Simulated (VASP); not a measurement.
# Zr in VASP: single point with PBEsol

Aim: the single point of Zr with PBEsol.

All numbers are computed with VASP 6.6.1; they aren't measurements. Logs are shortened: lines on timing, memory, paths and dates and some standing lists are left out, and cuts for length are marked.

## (1) The cell of the first run

The cell holds a wire or tube with vacuum around it, 4 atoms: a = 11.900 Å, b = 9.300 Å, c = 5.310 Å, α = 90.00°, β = 90.00°, γ = 90.00°.

## (2) Single point, PBEsol, collinear spin

The input, INCAR:

```
ALGO = Normal
EDIFF = 1E-6
ENCUT = 400
GGA = PS
GGA_COMPAT = False
ISIF = 2
ISMEAR = 0
ISPIN = 2
LASPH = True
LCHARG = False
LMAXMIX = 4
LORBIT = 11
LREAL = False
LWAVE = False
MAGMOM = 1.5 1.5 1.5 1.5
NBANDS = 36
NELM = 200
PREC = Accurate
SIGMA = 0.05
```

The input, KPOINTS:

```
k-points
0
Gamma
  1 1 12
```

The input, POSCAR:

```
Zr
1.0
   11.9000000000      0.0000000000      0.0000000000
    0.0000000000      9.3000000000      0.0000000000
    0.0000000000      0.0000000000      5.3098403538
Zr
4
Direct
    0.3887760625      0.5000000000      0.0000000000
    0.3887760625      0.5000000000      0.5000000000
    0.6112239375      0.5000000000      0.0000000000
    0.6112239375      0.5000000000      0.5000000000
```

Potentials or basis: VASP PAW PBE potentials, release 64 (Zr_sv).

The run is started by

```bash
$ cat potpaw_PBE.64/Zr_sv/POTCAR > POTCAR
$ mpirun -np 1 vasp_std > vasp.out
```

OUTCAR:

```text
EDIFF = 1E-6
   ENCUT = 400
   GGA = PS
   ISIF = 2
   ISMEAR = 0
   ISPIN = 2
   LASPH = True
   LORBIT = 11
   LREAL = False
   NELM = 200
   PREC = Accurate

 ion  position               nearest neighbor table
   1  0.389  0.500  0.000-   3 2.65   2 2.65   2 2.65   4 3.75   4 3.75
   2  0.389  0.500  0.500-   4 2.65   1 2.65   1 2.65   3 3.75   3 3.75
   3  0.611  0.500  0.000-   1 2.65   4 2.65   4 2.65   2 3.75   2 3.75
   4  0.611  0.500  0.500-   2 2.65   3 2.65   3 2.65   1 3.75   1 3.75

  LATTYP: Found a simple orthorhombic cell.
 ALAT       =     5.3098403538
 B/A-ratio  =     1.7514650875
 C/A-ratio  =     2.2411219937

  Lattice vectors:

 A1 = (   0.0000000000,   0.0000000000,  -5.3098403538)
 A2 = (   0.0000000000,   9.3000000000,   0.0000000000)
 A3 = (  11.9000000000,   0.0000000000,   0.0000000000)

Analysis of symmetry for initial positions (statically):
=====================================================================
 Subroutine PRICEL returns following result:

  LATTYP: Found a simple orthorhombic cell.
 ALAT       =     2.6549201769
 B/A-ratio  =     3.5029301750
 C/A-ratio  =     4.4822439874
[... 12 lines left out ...]
 Subroutine GETGRP returns: Found  8 space group operations
 (whereof  8 operations were pure point group operations)
 out of a pool of  8 trial point group operations.

The static configuration has the point symmetry D_2h.

Analysis of symmetry for dynamics (positions and initial velocities):
=====================================================================
 Subroutine PRICEL returns following result:

  LATTYP: Found a simple orthorhombic cell.
 ALAT       =     2.6549201769
 B/A-ratio  =     3.5029301750
 C/A-ratio  =     4.4822439874
[... 12 lines left out ...]
 Subroutine GETGRP returns: Found  8 space group operations
 (whereof  8 operations were pure point group operations)
 out of a pool of  8 trial point group operations.

The dynamic configuration has the point symmetry D_2h.

Analysis of structural, dynamic, and magnetic symmetry:
=====================================================================
 Subroutine PRICEL returns following result:

  LATTYP: Found a simple orthorhombic cell.
 ALAT       =     2.6549201769
 B/A-ratio  =     3.5029301750
 C/A-ratio  =     4.4822439874
[... 12 lines left out ...]
 Subroutine GETGRP returns: Found  8 space group operations
 (whereof  8 operations were pure point group operations)
 out of a pool of  8 trial point group operations.

The overall configuration has the point symmetry D_2h.

 Subroutine INISYM returns: Found  8 space group operations
 (whereof  8 operations are pure point group operations),
 and found     2 'primitive' translations

----------------------------------------------------------------------------------------

                                     Primitive cell

  volume of cell :     293.8200

  direct lattice vectors                    reciprocal lattice vectors
     0.000000000  0.000000000 -2.654920177     0.000000000  0.000000000 -0.376659159
     0.000000000  9.300000000  0.000000000     0.000000000  0.107526882  0.000000000
    11.900000000  0.000000000  0.000000000     0.084033613  0.000000000  0.000000000

  length of vectors
     2.654920177  9.300000000 11.900000000     0.376659159  0.107526882  0.084033613

  position of ions in fractional coordinates (direct lattice)
     0.000000000  0.500000000  0.388776062
     0.000000000  0.500000000  0.611223938

  ion indices of the primitive-cell ions
   primitive index   ion index
                 1           1
                 2           3

----------------------------------------------------------------------------------------

 KPOINTS: k-points

Automatic generation of k-mesh.
 Grid dimensions read from file:
 generate k-points for:    1    1   12

 Generating k-lattice:

  Cartesian coordinates                     Fractional coordinates (reciprocal lattice)
     0.084033613  0.000000000  0.000000000     1.000000000  0.000000000  0.000000000
     0.000000000  0.107526882  0.000000000     0.000000000  1.000000000  0.000000000
     0.000000000  0.000000000  0.015694132     0.000000000  0.000000000  0.083333333

  Length of vectors
     0.084033613  0.107526882  0.015694132

  Shift w.r.t. Gamma in fractional coordinates (k-lattice)
     0.000000000  0.000000000  0.000000000

 Subroutine IBZKPT returns following result:
 ===========================================

 Found      7 irreducible k-points:

 Following reciprocal coordinates:
            Coordinates               Weight
  0.000000  0.000000  0.000000      1.000000
  0.000000  0.000000  0.083333      2.000000
  0.000000  0.000000  0.166667      2.000000
  0.000000  0.000000  0.250000      2.000000
  0.000000  0.000000  0.333333      2.000000
  0.000000  0.000000  0.416667      2.000000
  0.000000  0.000000  0.500000      1.000000
   k-points           NKPTS =      7   k-points in BZ     NKDIM =      7   number of bands    NBANDS=     36
   number of dos      NEDOS =    301   number of ions     NIONS =      4
   total plane-waves  NPLWV = 184320
   dimension x,y,z NGX =    80 NGY =   64 NGZ =   36
   dimension x,y,z NGXF=   160 NGYF=  128 NGZF=   72
   ions per type =               4
   NGX,Y,Z   is equivalent  to a cutoff of  11.18, 11.44, 11.27 a.u.
   NGXF,Y,Z  is equivalent  to a cutoff of  22.35, 22.88, 22.54 a.u.
 SYSTEM =  unknown system
   PREC   = accura    normal or accurate (medium, high low for compatibility)
   ISTART =      0    job   : 0-new  1-cont  2-samecut
   ICHARG =      2    charge: 1-file 2-atom 10-const
   ISPIN  =      2    spin polarized calculation?
   LNONCOLLINEAR =      F non collinear calculations
   LSORBIT =      F    spin-orbit coupling
   LASPH  =      T    aspherical Exc in radial PAW
   ENCUT  =  400.0 eV  29.40 Ry    5.42 a.u.  19.41 15.17  8.66*2*pi/ulx,y,z
   NELM   =    200;   NELMIN=  2; NELMDL= -5     # of ELM steps
   EDIFF  = 0.1E-05   stopping-criterion for ELM
   LREAL  =      F    real-space projection
   EDIFFG = 0.1E-04   stopping-criterion for IOM
   NSW    =      0    number of steps for IOM
   IBRION =     -1    ionic relax: 0-MD 1-quasi-New 2-CG
   NFREE  =      0    steps in history (QN), initial steepest desc. (CG)
   ISIF   =      2    stress and relaxation
   ISYM   =      2    0-nonsym 1-usesym 2-fastsym
   POTIM  = 0.5000    time-step for ionic-motion
   TEBEG  =    0.0;   TEEND  =   0.0 temperature during run
   PSTRESS=    0.0 pullay stress
   NELECT =      48.0000    total number of electrons
   NUPDOWN=      -1.0000    fix difference up-down
   EMIN   =  10.00;   EMAX   =-10.00  energy-range for DOS
   EFERMI =   0.00;   METHOD = LEGACY
   ISMEAR =     0;   SIGMA  =   0.05  broadening in eV -4-tet -1-fermi 0-gaus
   EFERMI_NEDOS =   21; number of points for ismear=-14 and -15
   IALGO  =     38    algorithm
   IMIX   =      4    mixing-type and parameters
     AMIX     =   0.40;   BMIX     =  1.00
     AMIX_MAG =   1.60;   BMIX_MAG =  1.00
  volume/ion in A,a.u.               =     146.91       991.40
  Fermi-wavevector in a.u.,A,eV,Ry     =   0.710316  1.342302  6.864799  0.504548
  Thomas-Fermi vector in A             =   1.797131
   LORBIT       =     11    0 simple, 1 ext, 2 COOP (PROOUT), +10 PAW based schemes
   GGA     = PS    functional components
   LHFCALC =     F    Hartree Fock is set to
   AEXX    =    0.0000 exact exchange contribution
   IVDW    =     0    specifies the selected vdW correction
   LEPSILON=     F    determine dielectric tensor
   LRPA    =     F    only Hartree local field effects (RPA)
 spin polarized calculation
 Gauss-broadening in eV      SIGMA  =   0.05
  energy-cutoff  :      400.00
  volume of cell :      587.64
 maximum number of plane-waves:     10709
 NGX is ok and might be reduce to    80
   NGX = 39   NGY = 31   NGZ = 17

 number of electron      48.0000005 magnetization       1.3336265

 Free energy of the ion-electron system (eV)
  ---------------------------------------------------
  ext. energy  EPLUGINS =         0.00000000
  ---------------------------------------------------
  free energy    TOTEN  =       -23.46095549 eV

  energy without entropy =      -23.45577339  energy(sigma->0) =      -23.45836444

 E-fermi :  -1.5184     XC(G=0):  -3.3089

 val. band max:       -1.5217074170   @ k =   0.0000   0.0000   0.0000
 cond. band min:      -1.4955370399   @ k =   0.0000   0.0000   0.0833
 fundamental gap:      0.0261703771
 Fermi energy:        -1.5184482856

 spin component 1

 k-point     1 :       0.0000    0.0000    0.0000
  band No.  band energies     occupation
      1     -50.5502      1.00000
      2     -50.3638      1.00000
      3     -50.1912      1.00000
      4     -50.0116      1.00000
      5     -29.6092      1.00000
      6     -29.4177      1.00000
[... 262 lines left out ...]
     35       0.6904      0.00000
     36       0.6904      0.00000
 Fermi energy:        -1.5184482856

 spin component 2

 k-point     1 :       0.0000    0.0000    0.0000
  band No.  band energies     occupation
      1     -50.4606      1.00000
      2     -50.2749      1.00000
      3     -50.1034      1.00000
      4     -49.9245      1.00000
      5     -29.4935      1.00000
      6     -29.3016      1.00000
[... 262 lines left out ...]
     35       0.8672      0.00000
     36       0.8672      0.00000

------------------------ aborting loop because EDIFF is reached ----------------------------------------

  FORCE on cell =-STRESS in cart. coord.  units (eV):
  Direction    XX          YY          ZZ          XY          YZ          ZX
  --------------------------------------------------------------------------------------
  -------------------------------------------------------------------------------------
  Total       -0.0700101     -0.3701107      0.0172460      0.0000000      0.0000000      0.0000000
  in kB       -0.1908797     -1.0090923      0.0470204      0.0000000      0.0000000      0.0000000
  external PRESSURE =      -0.3843172 kB  Pullay stress =       0.0000000 kB

 VOLUME and BASIS-vectors are now :
 -----------------------------------------------------------------------------
  energy-cutoff  :      400.00
  volume of cell :      587.64
      direct lattice vectors                 reciprocal lattice vectors
    11.900000000  0.000000000  0.000000000     0.084033613  0.000000000  0.000000000
     0.000000000  9.300000000  0.000000000     0.000000000  0.107526882  0.000000000
     0.000000000  0.000000000  5.309840354     0.000000000  0.000000000  0.188329579

 POSITION                                       TOTAL-FORCE (eV/Angst)
 -----------------------------------------------------------------------------------
      4.62644      4.65000      0.00000        -0.020591     -0.000000     -0.000000
      4.62644      4.65000      2.65492        -0.020591      0.000000     -0.000000
      7.27356      4.65000      0.00000         0.020591      0.000000      0.000000
      7.27356      4.65000      2.65492         0.020591     -0.000000      0.000000
 -----------------------------------------------------------------------------------
    total drift:                                0.000000     -0.000000     -0.000000

  FREE ENERGIE OF THE ION-ELECTRON SYSTEM (eV)
  ---------------------------------------------------
  free  energy   TOTEN  =       -23.4609554944 eV

  energy  without entropy=      -23.4557733852  energy(sigma->0) =      -23.45836444

 total charge

# of ion       s       p       d       tot
------------------------------------------
    1        2.245   5.886   1.957  10.089
    2        2.245   5.886   1.957  10.089
    3        2.245   5.886   1.957  10.089
    4        2.245   5.886   1.957  10.089
--------------------------------------------------
tot          8.982  23.544   7.829  40.355

 magnetization (x)

# of ion       s       p       d       tot
------------------------------------------
    1        0.015   0.005   0.136   0.155
    2        0.015   0.005   0.136   0.155
    3        0.015   0.005   0.136   0.155
    4        0.015   0.005   0.136   0.155
--------------------------------------------------
tot          0.060   0.018   0.542   0.620
```

It took 11 min on 1 thread of Oxide Virtual Turin-like, shared host; peak memory 0.61 GiB.

Results:

- Free energy: -23.4610 eV
- Largest force: 0.021 eV/Å
- Net moment: 1.33 μB per cell
- Site moments: Zr +0.15 μB
- Valence electrons inside the program's atomic spheres: Zr 10.09

Forces on the atoms (eV/Å):
```
Zr  -0.021  0.000  0.000
Zr  -0.021  0.000  0.000
Zr   0.021  0.000  0.000
Zr   0.021  0.000  0.000
```

Caveat: the PAW data sets were made with another functional, which shifts forces and pressure a little.
